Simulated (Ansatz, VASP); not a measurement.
## NaF: VASP beside Ansatz

```xyz
2
Lattice="0.0000 2.3503 2.3503 2.3503 0.0000 2.3503 2.3503 2.3503 0.0000" Properties=species:S:1:pos:R:3 pbc="T T T"
Na    0.0000    0.0000    0.0000
F     2.3503    2.3503    2.3503
```

Alike in both runs: task single point; functional r2SCAN; k mesh 8 × 8 × 8; occupations gaussian, width 0.02 eV; no spin polarisation.

|  | VASP | Ansatz |
| --- | --- | --- |
| version | VASP 6.6.1 | Ansatz 0.2.0 |
| potentials or method | VASP PAW PBE potentials, release 64 (Na_pv, F), cutoff 520 eV | scalar-relativistic, plane waves, PAW |
| valence electrons in the cell | 14 | 16 |

```csv
,VASP,Ansatz,Ansatz less VASP
gap on the k mesh at the Fermi level (eV),6.94,6.90,-0.035
least direct gap on the mesh (eV),6.94,6.90,-0.035
pressure (GPa),-3.7,-3.2,+0.51
```

VASP's potentials were made for PBE, not for r2SCAN. With one functional, cell and mesh, what is left measures potentials, basis and numerics. VASP's potentials hold 14 valence electrons a cell and Ansatz's 16, so a difference there can come from the potentials and not from the codes.
